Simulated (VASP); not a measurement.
A run of VASP 6.6.1:

Contents of POSCAR:

```
GaN
1.0
    5.2303800000      0.0000000000      0.0000000000
   -2.6151900000      4.5296400000      0.0000000000
    0.0000000000      0.0000000000      3.3901000000
Ga N
1 1
Direct
    0.0000000000      0.0000000000      0.5000000000
    0.0000000000      0.0000000000      0.0000000000
```

The input INCAR.step1:

```
SYSTEM = GaN
PREC = Accurate
ENCUT = 520
EDIFF = 1E-5
ISMEAR = -1
SIGMA = 0.05
LREAL = .False.
LASPH = .True.
NELM = 100
ALGO = Normal
ISIF = 2
LWAVE = .True.
GGA = PE
NBANDS = 16
```

File INCAR.step2:

```
SYSTEM = GaN
PREC = Accurate
ENCUT = 520
EDIFF = 1E-6
ISMEAR = -1
SIGMA = 0.05
LREAL = .False.
LASPH = .True.
NELM = 100
ALGO = Normal
ISIF = 2
LWAVE = .False.
LCHARG = .True.
METAGGA = R2SCAN
LHFCALC = .True.
AEXX = 0.25
LMIXTAU = .True.
PRECFOCK = Normal
LELF = .True.
LVHAR = .True.
ISTART = 1
NBANDS = 16
```

KPOINTS

```
Automatic mesh
0
Gamma
  3 3 4
  0 0 0
```

Potentials or basis: VASP PAW PBE potentials, release 64 (Ga_d, N).

The run is started by

```sh
$ cat potpaw_PBE.64/Ga_d/POTCAR potpaw_PBE.64/N/POTCAR > POTCAR
$ cp INCAR.step1 INCAR
$ mpirun -np 1 vasp_std > vasp.out
$ cp INCAR.step2 INCAR
$ mpirun -np 1 vasp_std > vasp.out
```

Hardware: 1 thread of Intel(R) Xeon(R) 6975P-C (Granite Rapids) (shared host).

Problem. How long does it take, and how much memory?

Solution. Run time: 3.8 min on 1 thread of Intel(R) Xeon(R) 6975P-C (Granite Rapids), with other jobs on the host, peak memory 0.22 GiB. Counts: k points 9.
